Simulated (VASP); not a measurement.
# Sb (P2_1/m) in VASP: a series of runs

The runs below take Sb through single point, with PBEsol.

Everything below comes from runs of VASP 6.6.1. Logs are shortened: lines on timing, memory, paths and dates and some standing lists are left out, and cuts for length are marked.

### Step 1. The cell of the first run

The structure is monoclinic, space group P2_1/m (No. 11). Conventional cell: a = 3.163 Å, b = 4.405 Å, c = 4.464 Å, α = 90.00°, β = 90.51°, γ = 90.00°. Sb (site symmetry m) has 6 Sb at 3.08 to 3.19 Å within 4.1 Å.

### Step 2. Single point, PBEsol

Input file INCAR:

```
PREC = Accurate
ENCUT = 520
EDIFF = 1E-6
ISMEAR = -1
SIGMA = 0.05
LREAL = F
LASPH = T
NELM = 100
ALGO = Normal
ISIF = 2
LWAVE = F
LCHARG = F
GGA = PS
NBANDS = 12
```

Input file KPOINTS:

```
Automatic mesh
0
Gamma
  9 6 6
```

Input file POSCAR:

```
Sb
1.0
    3.1634909488      0.0000000000      0.0000000000
    0.0000000000      4.4047287450      0.0000000000
   -0.0394270982      0.0000000000      4.4638303856
Sb
2
Direct
    0.0113890000      0.2500000000      0.2411660000
    0.9886110000      0.7500000000      0.7588340000
```

Potentials or basis: VASP PAW PBE potentials, release 64 (Sb).

Command:

```bash
> cat potpaw_PBE.64/Sb/POTCAR > POTCAR
> mpirun -np 1 vasp_std > vasp.out
```

OUTCAR:

```text
PREC = Accurate
   ENCUT = 520
   EDIFF = 1E-6
   ISMEAR = -1
   LREAL = F
   LASPH = T
   NELM = 100
   ISIF = 2
   GGA = PS

 ion  position               nearest neighbor table
   1  0.011  0.250  0.241-   2 3.08   2 3.08   2 3.19   2 3.19
   2  0.989  0.750  0.759-   1 3.08   1 3.08   1 3.19   1 3.19

  LATTYP: Found a simple monoclinic cell.
 ALAT       =     3.1634909488
 B/A-ratio  =     1.3923633152
 C/A-ratio  =     1.4111007668
 COS(beta)  =    -0.0088322263

  Lattice vectors:

 A1 = (   3.1634909488,   0.0000000000,   0.0000000000)
 A2 = (   0.0000000000,   4.4047287450,   0.0000000000)
 A3 = (  -0.0394270982,   0.0000000000,   4.4638303856)

Analysis of symmetry for initial positions (statically):
=====================================================================
 Subroutine PRICEL returns:
 Original cell was already a primitive cell.

 Routine SETGRP: Setting up the symmetry group for a
 simple monoclinic supercell.

 Subroutine GETGRP returns: Found  4 space group operations
 (whereof  2 operations were pure point group operations)
 out of a pool of  4 trial point group operations.

The static configuration has the point symmetry S_2 .
 The point group associated with its full space group is C_2h.

Analysis of symmetry for dynamics (positions and initial velocities):
=====================================================================
 Subroutine PRICEL returns:
 Original cell was already a primitive cell.

 Routine SETGRP: Setting up the symmetry group for a
 simple monoclinic supercell.

 Subroutine GETGRP returns: Found  4 space group operations
 (whereof  2 operations were pure point group operations)
 out of a pool of  4 trial point group operations.

The dynamic configuration has the point symmetry S_2 .
 The point group associated with its full space group is C_2h.

 Subroutine INISYM returns: Found  4 space group operations
 (whereof  2 operations are pure point group operations),
 and found     1 'primitive' translations

----------------------------------------------------------------------------------------

                                     Primitive cell

  volume of cell :      62.2004

  direct lattice vectors                    reciprocal lattice vectors
     3.163490949  0.000000000  0.000000000     0.316106484  0.000000000  0.002792033
     0.000000000  4.404728745  0.000000000     0.000000000  0.227028736  0.000000000
    -0.039427098  0.000000000  4.463830386     0.000000000  0.000000000  0.224022849

  length of vectors
     3.163490949  4.404728745  4.464004504     0.316118814  0.227028736  0.224022849

  position of ions in fractional coordinates (direct lattice)
     0.011389000  0.250000000  0.241166000
     0.988611000  0.750000000  0.758834000

  ion indices of the primitive-cell ions
   primitive index   ion index
                 1           1
                 2           2

----------------------------------------------------------------------------------------

 KPOINTS: Automatic mesh

Automatic generation of k-mesh.
 Grid dimensions read from file:
 generate k-points for:    9    6    6

 Generating k-lattice:

  Cartesian coordinates                     Fractional coordinates (reciprocal lattice)
     0.035122943  0.000000000  0.000310226     0.111111111  0.000000000  0.000000000
     0.000000000  0.037838123  0.000000000     0.000000000  0.166666667  0.000000000
     0.000000000  0.000000000  0.037337141     0.000000000  0.000000000  0.166666667

  Length of vectors
     0.035124313  0.037838123  0.037337141

  Shift w.r.t. Gamma in fractional coordinates (k-lattice)
     0.000000000  0.000000000  0.000000000

 Subroutine IBZKPT returns following result:
 ===========================================

 Found    112 irreducible k-points:

 Following reciprocal coordinates:
            Coordinates               Weight
  0.000000  0.000000  0.000000      1.000000
  0.111111  0.000000 -0.000000      2.000000
  0.222222  0.000000 -0.000000      2.000000
  0.333333  0.000000  0.000000      2.000000
  0.444444  0.000000 -0.000000      2.000000
  0.000000  0.166667  0.000000      2.000000
[... 16 lines left out ...]
  0.222222  0.000000  0.166667      2.000000
  0.333333  0.000000  0.166667      2.000000
 [... further k-points ...]
   k-points           NKPTS =    112   k-points in BZ     NKDIM =    112   number of bands    NBANDS=     12
   number of dos      NEDOS =    301   number of ions     NIONS =      2
   total plane-waves  NPLWV =  31104
   dimension x,y,z NGX =    24 NGY =   36 NGZ =   36
   dimension x,y,z NGXF=    48 NGYF=   72 NGZF=   72
   ions per type =               2
   NGX,Y,Z   is equivalent  to a cutoff of  12.61, 13.59, 13.41 a.u.
   NGXF,Y,Z  is equivalent  to a cutoff of  25.22, 27.17, 26.81 a.u.
 SYSTEM =  unknown system
   PREC   = accura    normal or accurate (medium, high low for compatibility)
   ISTART =      0    job   : 0-new  1-cont  2-samecut
   ICHARG =      2    charge: 1-file 2-atom 10-const
   ISPIN  =      1    spin polarized calculation?
   LNONCOLLINEAR =      F non collinear calculations
   LSORBIT =      F    spin-orbit coupling
   LASPH  =      T    aspherical Exc in radial PAW
   ENCUT  =  520.0 eV  38.22 Ry    6.18 a.u.   5.88  8.19  8.30*2*pi/ulx,y,z
   NELM   =    100;   NELMIN=  2; NELMDL= -5     # of ELM steps
   EDIFF  = 0.1E-05   stopping-criterion for ELM
   LREAL  =      F    real-space projection
   EDIFFG = 0.1E-04   stopping-criterion for IOM
   NSW    =      0    number of steps for IOM
   IBRION =     -1    ionic relax: 0-MD 1-quasi-New 2-CG
   NFREE  =      0    steps in history (QN), initial steepest desc. (CG)
   ISIF   =      2    stress and relaxation
   ISYM   =      2    0-nonsym 1-usesym 2-fastsym
   POTIM  = 0.5000    time-step for ionic-motion
   TEBEG  =    0.0;   TEEND  =   0.0 temperature during run
   PSTRESS=    0.0 pullay stress
   NELECT =      10.0000    total number of electrons
   NUPDOWN=      -1.0000    fix difference up-down
   EMIN   =  10.00;   EMAX   =-10.00  energy-range for DOS
   EFERMI =   0.00;   METHOD = LEGACY
   ISMEAR =    -1;   SIGMA  =   0.05  broadening in eV -4-tet -1-fermi 0-gaus
   EFERMI_NEDOS =   21; number of points for ismear=-14 and -15
   IALGO  =     38    algorithm
   IMIX   =      4    mixing-type and parameters
     AMIX     =   0.40;   BMIX     =  1.00
     AMIX_MAG =   1.60;   BMIX_MAG =  1.00
  volume/ion in A,a.u.               =      31.10       209.87
  Fermi-wavevector in a.u.,A,eV,Ry     =   0.890178  1.682193 10.781494  0.792417
  Thomas-Fermi vector in A             =   2.011835
   LORBIT       =      0    0 simple, 1 ext, 2 COOP (PROOUT), +10 PAW based schemes
   GGA     = PS    functional components
   LHFCALC =     F    Hartree Fock is set to
   AEXX    =    0.0000 exact exchange contribution
   IVDW    =     0    specifies the selected vdW correction
   LEPSILON=     F    determine dielectric tensor
   LRPA    =     F    only Hartree local field effects (RPA)
 non-spin polarized calculation
  energy-cutoff  :      520.00
  volume of cell :       62.20
 maximum number of plane-waves:      1698
   NGX = 11   NGY = 17   NGZ = 17

 number of electron      10.0000000 magnetization

 number of electron       9.9999999 magnetization

 Free energy of the ion-electron system (eV)
  ---------------------------------------------------
  ext. energy  EPLUGINS =         0.00000000
  ---------------------------------------------------
  free energy    TOTEN  =        -8.99126291 eV

  energy without entropy =       -8.97792390  energy(sigma->0) =       -8.98459341

 E-fermi :   6.5734     XC(G=0):  -9.5788

 val. band max:        6.5730057656   @ k =  -0.3333   0.0000   0.1667
 cond. band min:       6.5761167259   @ k =   0.0000   0.1667   0.1667
 fundamental gap:      0.0031109603
 Fermi energy:         6.5734425791

 k-point     1 :       0.0000    0.0000    0.0000
  band No.  band energies     occupation
      1      -5.6235      2.00000
      2      -0.8646      2.00000
      3       3.0720      2.00000
      4       3.1982      2.00000
      5       8.6721      0.00000
      6       9.4702      0.00000
      7       9.6862      0.00000
      8       9.8266      0.00000
      9      13.0210      0.00000
     10      13.4473      0.00000
     11      13.5504      0.00000
     12      14.3856      0.00000

 k-point     2 :       0.1111    0.0000   -0.0000
  band No.  band energies     occupation
      1      -5.4563      2.00000
      2      -0.6903      2.00000
      3       3.2272      2.00000
      4       3.3533      2.00000
      5       7.7126      0.00000
      6       8.8353      0.00000
      7       9.8472      0.00000
      8       9.9870      0.00000
      9      11.8300      0.00000
     10      13.5845      0.00000
     11      14.1524      0.00000
     12      15.6825      0.00000

 k-point     3 :       0.2222    0.0000   -0.0000
  band No.  band energies     occupation
      1      -4.9701      2.00000
      2      -0.1745      2.00000
      3       3.6631      2.00000
      4       3.7890      2.00000
      5       5.1261      2.00000
      6       9.3074      0.00000
      7       9.3466      0.00000
      8      10.2963      0.00000
      9      10.4409      0.00000
     10      13.9876      0.00000
     11      14.4819      0.00000
     12      14.6432      0.00000
[... 286 lines left out ...]
 k-point    23 :       0.2222    0.0000    0.1667
  band No.  band energies     occupation
      1      -4.7739      2.00000
      2      -0.8365      2.00000
      3       4.0318      2.00000
      4       4.1592      2.00000
      5       5.2903      2.00000
      6       8.9322      0.00000
      7       9.1657      0.00000
      8       9.2934      0.00000
      9      10.2638      0.00000
     10      14.5229      0.00000
     11      14.8001      0.00000
     12      15.3978      0.00000

 k-point    24 :       0.3333    0.0000    0.1667
  band No.  band energies     occupation
      1      -4.0417      2.00000
      2      -0.0586      2.00000
      3       3.0430      2.00000
      4       4.6379      2.00000
      5       4.7909      2.00000
      6       6.6333      0.46386
      7       9.7872      0.00000
      8       9.9543      0.00000
      9      10.9887      0.00000
     10      12.6140      0.00000
     11      12.9224      0.00000
     12      15.9702      0.00000

 [... further k-points ...]

------------------------ aborting loop because EDIFF is reached ----------------------------------------

  FORCE on cell =-STRESS in cart. coord.  units (eV):
  Direction    XX          YY          ZZ          XY          YZ          ZX
  --------------------------------------------------------------------------------------
  -------------------------------------------------------------------------------------
  Total       -1.3727378     -1.6442120     -1.5979995      0.0000000      0.0000000      0.0260865
  in kB      -35.3593865    -42.3520998    -41.1617446      0.0000000      0.0000000      0.6719446
  external PRESSURE =     -39.6244103 kB  Pullay stress =       0.0000000 kB

 VOLUME and BASIS-vectors are now :
 -----------------------------------------------------------------------------
  energy-cutoff  :      520.00
  volume of cell :       62.20
      direct lattice vectors                 reciprocal lattice vectors
     3.163490949  0.000000000  0.000000000     0.316106484  0.000000000  0.002792033
     0.000000000  4.404728745  0.000000000     0.000000000  0.227028736  0.000000000
    -0.039427098  0.000000000  4.463830386     0.000000000  0.000000000  0.224022849

 POSITION                                       TOTAL-FORCE (eV/Angst)
 -----------------------------------------------------------------------------------
      0.02652      1.10118      1.07652        -0.032967      0.000000     -0.012423
      3.09754      3.30355      3.38731         0.032967      0.000000      0.012423
 -----------------------------------------------------------------------------------
    total drift:                                0.000000     -0.000000      0.000000

  FREE ENERGIE OF THE ION-ELECTRON SYSTEM (eV)
  ---------------------------------------------------
  free  energy   TOTEN  =        -8.9912629132 eV

  energy  without entropy=       -8.9779238972  energy(sigma->0) =       -8.98459341
```

Run time: 53 s. Hardware: 1 thread of Intel Xeon 8259CL, shared host; peak memory 0.22 GiB.

Results:

| Item | Value |
| --- | --- |
| Free energy | -8.9913 eV |
| Pressure | -4.0 GPa |
| Largest force | 0.035 eV/Å |
| Band gap on the k mesh | zero (bands 5 and 6 overlap by 7.96 eV) |

Forces on the atoms (eV/Å):
```
Sb  -0.033  0.000 -0.012
Sb   0.033  0.000  0.012
```

Stress tensor (GPa, compression positive):
```
-3.54  0.00  0.07
 0.00 -4.24  0.00
 0.07  0.00 -4.12
```

Caveat: the cell stands under tension; the PAW data sets were made with another functional, which shifts forces and pressure a little; spin-orbit coupling is left out, which moves the levels of the heavy elements.

### Step 3. Single point, PBEsol

This run uses another cell than the first one, of 31.70 Å³/atom.

Input file INCAR:

```
PREC = Accurate
ENCUT = 520
EDIFF = 1E-7
ISMEAR = -1
SIGMA = 0.05
LREAL = F
LASPH = T
NELM = 80
ALGO = Normal
ISIF = 2
LWAVE = F
LCHARG = T
GGA = PS
LELF = T
LVHAR = T
NBANDS = 12
```

KPOINTS is that of step 2.

Input file POSCAR:

```
Sb
1.0
    3.1836411160      0.0000000000      0.0000000000
    0.0000000000      4.4327850985      0.0000000000
   -0.0396782330      0.0000000000      4.4922631929
Sb
2
Direct
    0.0113890000      0.2500000000      0.2411660000
    0.9886110000      0.7500000000      0.7588340000
```

Potentials or basis: VASP PAW PBE potentials, release 64 (Sb).

Command:

```bash
> cat potpaw_PBE.64/Sb/POTCAR > POTCAR
> mpirun -np 1 vasp_std > vasp.out
```

OUTCAR:

```text
PREC = Accurate
   ENCUT = 520
   EDIFF = 1E-7
   ISMEAR = -1
   LREAL = F
   LASPH = T
   NELM = 80
   ISIF = 2
   GGA = PS

 ion  position               nearest neighbor table
   1  0.011  0.250  0.241-   2 3.10   2 3.10   2 3.21   2 3.21
   2  0.989  0.750  0.759-   1 3.10   1 3.10   1 3.21   1 3.21

  LATTYP: Found a simple monoclinic cell.
 ALAT       =     3.1836411160
 B/A-ratio  =     1.3923633151
 C/A-ratio  =     1.4111007668
 COS(beta)  =    -0.0088322264

  Lattice vectors:

 A1 = (   3.1836411160,   0.0000000000,   0.0000000000)
 A2 = (   0.0000000000,   4.4327850985,   0.0000000000)
 A3 = (  -0.0396782330,   0.0000000000,   4.4922631929)

Analysis of symmetry for initial positions (statically):
=====================================================================
 Subroutine PRICEL returns:
 Original cell was already a primitive cell.

 Routine SETGRP: Setting up the symmetry group for a
 simple monoclinic supercell.

 Subroutine GETGRP returns: Found  4 space group operations
[... 177 lines left out ...]
      1      -5.7129      2.00000
      2      -1.0991      2.00000
      3       2.9262      2.00000
      4       3.0495      2.00000
      5       8.5027      0.00000
      6       9.1978      0.00000
      7       9.4086      0.00000
      8       9.5566      0.00000
      9      12.6842      0.00000
     10      13.2001      0.00000
     11      13.2457      0.00000
     12      14.0426      0.00000
[... 331 lines left out ...]
 k-point    24 :       0.3333    0.0000    0.1667
  band No.  band energies     occupation
      1      -4.1695      2.00000
      2      -0.2972      2.00000
      3       2.8944      2.00000
      4       4.4566      2.00000
      5       4.5926      2.00000
      6       6.3807      0.56866
      7       9.5077      0.00000
      8       9.6678      0.00000
      9      10.7831      0.00000
     10      12.3889      0.00000
     11      12.6951      0.00000
     12      15.6759      0.00000

 [... further k-points ...]

------------------------ aborting loop because EDIFF is reached ----------------------------------------

  FORCE on cell =-STRESS in cart. coord.  units (eV):
  Direction    XX          YY          ZZ          XY          YZ          ZX
  --------------------------------------------------------------------------------------
  -------------------------------------------------------------------------------------
  Total       -1.6901980     -1.9743353     -1.9503683      0.0000000      0.0000000      0.0251617
  in kB      -42.7151745    -49.8959759    -49.2902749      0.0000000      0.0000000      0.6358929
  external PRESSURE =     -47.3004751 kB  Pullay stress =       0.0000000 kB

 VOLUME and BASIS-vectors are now :
 -----------------------------------------------------------------------------
  energy-cutoff  :      520.00
  volume of cell :       63.40
      direct lattice vectors                 reciprocal lattice vectors
     3.183641116  0.000000000  0.000000000     0.314105756  0.000000000  0.002774361
     0.000000000  4.432785099  0.000000000     0.000000000  0.225591807  0.000000000
    -0.039678233  0.000000000  4.492263193     0.000000000  0.000000000  0.222604945

 POSITION                                       TOTAL-FORCE (eV/Angst)
 -----------------------------------------------------------------------------------
      0.02669      1.10820      1.08338        -0.034032     -0.000000     -0.037512
      3.11727      3.32459      3.40888         0.034032      0.000000      0.037512
 -----------------------------------------------------------------------------------
    total drift:                               -0.000000      0.000000      0.000000

  FREE ENERGIE OF THE ION-ELECTRON SYSTEM (eV)
  ---------------------------------------------------
  free  energy   TOTEN  =        -8.9587696927 eV

  energy  without entropy=       -8.9454339201  energy(sigma->0) =       -8.95210181
```

Wall time 57 s (1 thread of Intel Xeon 8259CL, shared host); peak memory 0.22 GiB.

What came out:

```
Free energy            : -8.9588 eV
Pressure               : -4.7 GPa
Largest force          : 0.051 eV/Å
Band gap on the k mesh : zero (bands 5 and 6 overlap by 7.78 eV)
```

Forces on the atoms (eV/Å):
```
Sb  -0.034  0.000 -0.038
Sb   0.034  0.000  0.038
```

Levels at points of the mesh, in eV from the Fermi level:
| k point | band 1 | band 2 | band 3 | band 4 | band 5 | band 6 | band 7 | band 8 | band 9 | band 10 |
| --- | --- | --- | --- | --- | --- | --- | --- | --- | --- | --- |
| (0.00, 0.00, 0.00) | -12.05 | -7.43 | -3.41 | -3.29 | 2.17 | 2.86 | 3.07 | 3.22 | 6.35 | 6.87 |
| (0.00, 0.50, 0.00) | -10.37 | -10.37 | -1.39 | -1.39 | -0.90 | -0.90 | 4.41 | 4.41 | 7.93 | 7.93 |
| (0.00, 0.00, 0.50) | -10.59 | -10.19 | -1.47 | -0.97 | -0.94 | -0.80 | 4.21 | 4.56 | 7.61 | 7.79 |
| (0.00, 0.50, 0.50) | -9.80 | -9.80 | -5.28 | -5.28 | 4.70 | 4.70 | 4.94 | 4.94 | 8.78 | 8.78 |

Caveat: the cell stands under tension; the PAW data sets were made with another functional, which shifts forces and pressure a little; spin-orbit coupling is left out, which moves the levels of the heavy elements.
